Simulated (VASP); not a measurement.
Wanted: the native input for a VASP 6.6.1 run.

```
Task                   : single point
Functional             : LDA
Potentials or basis    : VASP PAW LDA potentials, release 64 (Ag)
Cutoff                 : 520 eV
k mesh                 : 12 × 8 × 1
Occupations            : fermi-dirac, width 0.1 eV
Spin                   : no spin polarisation
Dipole correction      : yes
Further INCAR settings : ALGO = Normal; EDIFF = 1e-06; NBANDS = 18
```

The structure of Ag lies in POSCAR:

```
Ag
1.0
    2.8289222033      0.0000000000      0.0000000000
    0.0000000000      4.0007001469      0.0000000000
    0.0000000000      0.0000000000     17.4145000000
Ag
2
Direct
    0.2500000000      0.2500000000      0.4725355525
    0.7500000000      0.7500000000      0.5274644475
```

The input as run:

INCAR

```
SYSTEM = Ag
PREC = Accurate ; ENCUT = 520
EDIFF = 1E-6 ; ISMEAR = -1
SIGMA = 0.1 ; LREAL = .FALSE.
LASPH = .TRUE. ; NELM = 60
ALGO = Normal ; ISIF = 2
LWAVE = .FALSE. ; LCHARG = .FALSE.
LDIPOL = .TRUE. ; IDIPOL = 3
DIPOL = 0.5 0.5 0.500 ; NBANDS = 18
```

KPOINTS

```
regular mesh
0
G
  12 8 1
  0 0 0
```

Potentials or basis: VASP PAW LDA potentials, release 64 (Ag).

The run is started by

```console
$ cat potpaw_LDA.64/Ag/POTCAR > POTCAR
$ mpirun -np 1 vasp_std > vasp.out
```

Results of the run:

```
Largest force          : 0.010 eV/Å
Band gap on the k mesh : zero (bands 11 and 12 overlap by 4.08 eV)
```

Wall time 46 s on 1 thread of Intel(R) Xeon(R) 6975P-C (Granite Rapids), on a shared host, peak memory 0.29 GiB.
